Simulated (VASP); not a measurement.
LaInO3, 20 atoms in the cell. The structure is orthorhombic, space group Pnma (No. 62). Conventional cell: a = 5.950 Å, b = 8.250 Å, c = 5.735 Å, α = 90.00°, β = 90.00°, γ = 90.00°. La (site symmetry m) has 8 O at 2.38 to 2.96 Å within 3.1 Å. Within 2.9 Å of In (site symmetry -1) lie 6 O at 2.16 to 2.18 Å. O (site symmetry m) has 2 In at 2.18 Å and 2 La at 2.38 to 2.50 Å and 8 O at 3.00 to 3.14 Å within 3.2 Å. Within 3.2 Å of O (site symmetry 1) lie 2 In at 2.16 to 2.17 Å and 3 La at 2.40 to 2.96 Å and 9 O at 3.00 to 3.14 Å. 

```yaml
Program: VASP 6.6.1
Task: single point
Functional: r2SCAN
Potentials_or_basis: VASP PAW PBE potentials, release 64 (La, In_d, O)
Cutoff: 520 eV
k_mesh: 4 × 4 × 4
Occupations: fermi-dirac, width 0.02 eV
Spin: no spin polarisation
Dipole_correction: no
Further_INCAR_settings: LREAL = Auto; ALGO = Normal; EDIFF = 1e-07; NBANDS = 100
```

Potentials or basis: VASP PAW PBE potentials, release 64 (La, In_d, O).

Run with:

```bash
$ cat potpaw_PBE.64/La/POTCAR potpaw_PBE.64/In_d/POTCAR potpaw_PBE.64/O/POTCAR > POTCAR
$ cp INCAR.step1 INCAR
$ mpirun -np 4 vasp_std > vasp.out
$ cp INCAR.step2 INCAR
$ mpirun -np 4 vasp_std > vasp.out
```

Hardware: 4 MPI ranks on Intel(R) Xeon(R) Platinum 8488C (Sapphire Rapids), with other jobs on the host.

Problem. Estimate the wall time of this run.

Solution. Wall time 67 min on 4 MPI ranks on Intel(R) Xeon(R) Platinum 8488C (Sapphire Rapids) (shared host), peak memory 0.74 GiB a rank. Counts: k points 27.
